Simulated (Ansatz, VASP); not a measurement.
**Bi3S in VASP and in Ansatz**

```
Bi S
1.0
     0.00000    3.80183    3.80183
     3.80183    0.00000    3.80183
     3.80183    3.80183    0.00000
Bi S
3 1
Direct
  0.25000 0.25000 0.25000
  0.75000 0.75000 0.75000
  0.50000 0.50000 0.50000
  0.00000 0.00000 0.00000
```

Change from the starting cell: species swapped into the CdHg3 type (Fm-3m, No. 225).

Alike in both runs: functional PBE; k mesh 10 × 10 × 10; occupations gaussian, width 0.1 eV; no spin polarisation.

Ansatz relaxed the structure, and its values are those at the end. VASP's run is a single point on that final structure, the one shown.

|  | VASP | Ansatz |
| --- | --- | --- |
| version | VASP 6.6.1 | Ansatz 0.2.0 |
| potentials or method | VASP PAW PBE potentials, release 64 (Bi_d, S), cutoff 520 eV | scalar-relativistic, plane waves, PAW |
| valence electrons in the cell | 51 | 51 |

|  | VASP | Ansatz | Ansatz less VASP |
| --- | --- | --- | --- |
| gap on the k mesh at the Fermi level (eV) | none | none | - |
| pressure (GPa) | 0.0 | 0.0 | +0.06 |

A gap of «none» marks a metal or a gap that the smearing closes.

Neither program's run includes spin-orbit coupling.
